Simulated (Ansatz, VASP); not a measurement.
## InSb in VASP and in Ansatz

```
CELL_PARAMETERS angstrom
0.00000 3.27951 3.27951
3.27951 0.00000 3.27951
3.27951 3.27951 0.00000
ATOMIC_POSITIONS crystal
In 0.00000 0.00000 0.00000
Sb 0.25000 0.25000 0.25000
```

Alike in both runs: task single point; functional HSE06; k mesh 4 × 4 × 4; occupations fermi-dirac, width 0.02 eV; no spin polarisation.

|  | VASP | Ansatz |
| --- | --- | --- |
| version | VASP 6.6.1 | Ansatz 0.2.0 |
| potentials or method | VASP PAW PBE potentials, release 64 (In_d, Sb) | plane waves, PAW |
| plane-wave cutoff (eV) | 520 | 420 |
| valence electrons in the cell | 18 | 28 |

VASP gave:

| Quantity | Value |
| --- | --- |
| pressure (GPa) | -0.6 |

Question: Estimate Ansatz's values.

Answer: Pressure (GPa): -0.1.

VASP's potentials hold 18 valence electrons a cell and Ansatz's 28, so a difference there can come from the potentials and not from the codes. Ansatz's warnings: stress exchange threshold loose, stress scf threshold loose.

Neither program's run includes spin-orbit coupling.
